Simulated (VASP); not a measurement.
**MoS2: single point with LDA**

The system is MoS2.

```
Mo S
1.0
     1.59046    0.91825    6.19073
    -1.59046    0.91825    6.19073
     0.00000   -1.83651    6.19073
Mo S
1 2
Direct
  0.00000 0.00000 0.00000
  0.41700 0.41700 0.41700
  0.25000 0.25000 0.25000
```

```json
{
 "Program": "VASP 6.6.1",
 "Task": "single point",
 "Functional": "LDA",
 "Potentials or basis": "VASP PAW LDA potentials, release 64 (Mo_sv, S)",
 "Cutoff": "520 eV",
 "k mesh": "10 × 10 × 10",
 "Occupations": "fermi-dirac, width 0.05 eV",
 "Spin": "no spin polarisation"
}
```

- Pressure: -5.2 GPa
- Largest force: 0.307 eV/Å
- Band gap on the k mesh: 0.90 eV, indirect (least direct gap 1.91 eV)

Forces in eV/Å, atoms in the order of the input:
```
Mo   0.000  0.000  0.080
S    0.000  0.000 -0.307
S    0.000  0.000  0.227
```

Stress tensor (GPa, compression positive):
```
-5.89  0.00  0.00
 0.00 -5.89  0.00
 0.00  0.00 -3.78
```

Levels at points of the mesh, in eV from the valence-band top:
```tsv
k point	band 10	band 11	band 12	band 13	band 14	band 15	band 16	band 17
(0.00, 0.00, 0.00)	-2.29	-2.29	-1.23	-1.16	1.98	1.98	2.38	2.38
(0.50, 0.00, 0.00)	-3.98	-2.31	-1.63	-1.46	1.52	1.94	3.37	3.41
(0.50, 0.50, 0.00)	-3.91	-2.87	-1.81	-1.29	1.48	2.06	2.90	3.82
(0.50, 0.50, 0.50)	-3.41	-2.27	-2.27	0.00	2.07	2.07	2.25	2.25
```

Run time: 5.8 min on 1 thread of AMD EPYC 7R13 Processor (Zen 3), with other jobs on the host, peak memory 0.3 GiB.

A k mesh can miss the band edges. A hybrid or GW would open this gap; LDA tends to underestimate it.
